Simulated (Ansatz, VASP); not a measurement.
# One calculation of Ca, two programs

The input INCAR:

```
SYSTEM = Ca
PREC = Accurate
ENCUT = 500
EDIFF = 1E-6
ISMEAR = -1
SIGMA = 0.0272
LREAL = .False.
LASPH = .True.
NELM = 120
ALGO = Normal
ISIF = 2
LWAVE = .False.
LCHARG = .False.
GGA = CA
NBANDS = 11
GGA_COMPAT = .False.
```

Contents of KPOINTS:

```
regular mesh
0
Gamma
  8 8 8
  0 0 0
```

The input POSCAR:

```
Ca
1.0
    0.0000000000      2.7942000000      2.7942000000
    2.7942000000      0.0000000000      2.7942000000
    2.7942000000      2.7942000000      0.0000000000
Ca
1
Direct
    0.0000000000      0.0000000000      0.0000000000
```

Input for Ansatz:

```yaml
crystal:
  lattice:
    - [0.0, 2.7942, 2.7942]
    - [2.7942, 0.0, 2.7942]
    - [2.7942, 2.7942, 0.0]
  atoms:
    - { symbol: Ca, position: [0.0, 0.0, 0.0] }
kpoints:
  mp_grid: { grid: [8, 8, 8] }
scf:
  occupations: { method: fermi_dirac, width: 0.0272 }
hamiltonian:
  xc: lda
  pseudopotentials: { kind: all_electron, lapw: { basis_error: 0.001 } }
output:
  forces: true
  stress: true
  eigenvalues: true
  eigenstates:
    nscf_kmesh: { grid: [16, 16, 16] }
    de_dk: true
    e_range: [-14, 14]
  optics:
    e_range: [0, 20]
    de: 0.2
    sigma: 0.15
    bands: { spectra_wanted_up_to: 20 }
    nscf_kmesh: { grid: [16, 16, 16] }
    drude_damping: 0.109
checkpoint:
  write: ck
  write_wavefunctions: false
```

Alike in both runs: task single point; functional LDA; k mesh 8 × 8 × 8; occupations fermi-dirac, width 0.0272 eV; no spin polarisation.

```csv
,VASP,Ansatz
version,VASP 6.6.1,Ansatz 0.2.0
potentials or method,"VASP PAW LDA potentials, release 64 (Ca_sv), cutoff 500 eV","all-electron LAPW, scalar-relativistic"
```

|  | VASP | Ansatz | Ansatz less VASP |
| --- | --- | --- | --- |
| pressure (GPa) | -2.2 | -2.2 | +0.02 |

LDA's correlation is that of Perdew and Zunger in VASP and of Perdew and Wang (1992) in Ansatz. Ansatz ran all-electron here, and VASP with PAW potentials. Ansatz's warnings: optics on partly filled bands.
